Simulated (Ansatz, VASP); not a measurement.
**Two plane-wave programs on Y3F2**

```xyz
5
Lattice="-1.8326 1.8326 8.4387 1.8326 -1.8326 8.4387 1.8326 1.8326 -8.4387" Properties=species:S:1:pos:R:3 pbc="T T T"
Y     0.0000    0.0000    5.7884
Y     0.0000    0.0000   11.0891
Y     0.0000    0.0000    0.0000
F     1.8326    0.0000    4.2194
F     0.0000    1.8326    4.2194
```

Alike in both runs: functional PBE; k mesh 12 × 12 × 12; occupations gaussian, width 0.1 eV; no spin polarisation.

Ansatz relaxed the structure, and its values are those at the end. VASP's run is a single point on that final structure, the one shown.

|  | VASP | Ansatz |
| --- | --- | --- |
| version | VASP 6.6.1 | Ansatz 0.2.0 |
| potentials or method | VASP PAW PBE potentials, release 64 (Y_sv, F), cutoff 520 eV | scalar-relativistic, plane waves, PAW |
| valence electrons in the cell | 47 | 47 |

|  | VASP | Ansatz | Ansatz less VASP |
| --- | --- | --- | --- |
| gap on the k mesh at the Fermi level (eV) | none | none | - |
| pressure (GPa) | -0.1 | 0.0 | +0.11 |
| rms of the force components (eV/Å) | 0.007 | 0.001 | -0.0066 |

A gap of «none» marks a metal or a gap that the smearing closes.
